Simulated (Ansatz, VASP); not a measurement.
## One calculation of Cs, two programs

```
CELL_PARAMETERS angstrom
9.08253 0.00000 0.00000
-4.54127 7.86570 0.00000
0.00000 0.00000 5.45484
ATOMIC_POSITIONS crystal
Cs 0.00000 0.00000 0.00000
Cs 0.33333 0.66667 0.50000
Cs 0.66667 0.33333 0.50000
```

Alike in both runs: functional revPBE; k mesh 5 × 5 × 6; occupations fermi-dirac, width 0.1 eV; no spin polarisation.

Ansatz relaxed the structure, and its values are those at the end. VASP's run is a single point on that final structure, the one shown.

```csv
,VASP,Ansatz
version,VASP 6.6.1,Ansatz 0.2.0
potentials or method,"VASP PAW PBE potentials, release 64 (Cs_sv), cutoff 520 eV","plane waves (420 eV) with PAW, scalar-relativistic"
valence electrons in the cell,27,27
```

|  | VASP | Ansatz | Ansatz less VASP |
| --- | --- | --- | --- |
| pressure (GPa) | 0.0 | 0.0 | +0.01 |

VASP's potentials were made for PBE, not for revPBE.

Neither program's run includes spin-orbit coupling.
